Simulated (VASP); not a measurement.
Input of a VASP 6.6.1 run:

INCAR

```
SYSTEM = SbPd3
  ALGO = Normal
  EDIFF = 1E-6
  ENCUT = 500
  GGA_COMPAT = .FALSE.
  ISIF = 2
  ISMEAR = 1
  LASPH = .TRUE.
  LCHARG = .FALSE.
  LREAL = .FALSE.
  LWAVE = .FALSE.
  NBANDS = 26
  NELM = 120
  PREC = Accurate
  SIGMA = 0.15
```

KPOINTS

```
k-points
0
G
  6 6 6
  0 0 0
```

The input POSCAR:

```
SbPd3
1.0
    0.0000000000      3.1938781700      3.1938781700
    3.1938781700      0.0000000000      3.1938781700
    3.1938781700      3.1938781700      0.0000000000
Sb Pd
1 3
Direct
    0.5000000000      0.5000000000      0.5000000000
    0.7500000000      0.7500000000      0.7500000000
    0.2500000000      0.2500000000      0.2500000000
    0.0000000000      0.0000000000      0.0000000000
```

Potentials or basis: VASP PAW LDA potentials, release 64 (Sb, Pd).

The run is started by

```console
$ cat potpaw_LDA.64/Sb/POTCAR potpaw_LDA.64/Pd/POTCAR > POTCAR
$ mpirun -np 1 vasp_std > vasp.out
```

Question: Predict the band gap on the k mesh.

Answer: Zero (an odd number of electrons rules out a gap without spin polarisation).

Question: What does it give for the pressure?

Answer: -8.1 GPa.

Caveat: the cell stands under tension; spin-orbit coupling is left out, which moves the levels of the heavy elements.
